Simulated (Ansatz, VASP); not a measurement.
CsPbBr3: VASP beside Ansatz

```
Cs Pb Br
1.0
     5.78195    0.00000    0.00000
     0.00000    5.78195    0.00000
     0.00000    0.00000    5.69390
Cs Pb Br
1 1 3
Direct
  0.00000 0.00000 0.00000
  0.50000 0.50000 0.50000
  0.00000 0.50000 0.50000
  0.50000 0.00000 0.50000
  0.50000 0.50000 0.00000
```

Change from the starting cell: strain -0.015 along x and y, -0.030 along z, atoms carried along.

Alike in both runs: task single point; functional PBEsol; k mesh 6 × 6 × 6; occupations gaussian, width 0.05 eV; no spin polarisation.

```csv
,VASP,Ansatz
version,VASP 6.6.1,Ansatz 0.2.0
potentials or method,"VASP PAW PBE potentials, release 64 (Cs_sv, Pb_d, Br), cutoff 520 eV","scalar-relativistic, plane waves, PAW"
valence electrons in the cell,44,44
```

```csv
,VASP,Ansatz,Ansatz less VASP
gap on the k mesh at the Fermi level (eV),1.11,1.11,-0.001
least direct gap on the mesh (eV),1.11,1.11,-0.001
pressure (GPa),1.6,1.6,0.00
"traceless stress, the component that is largest in VASP (GPa)",0.62,0.62,-0.001
```

VASP's potentials were made for PBE, not for PBEsol.

Spin-orbit coupling is off throughout.
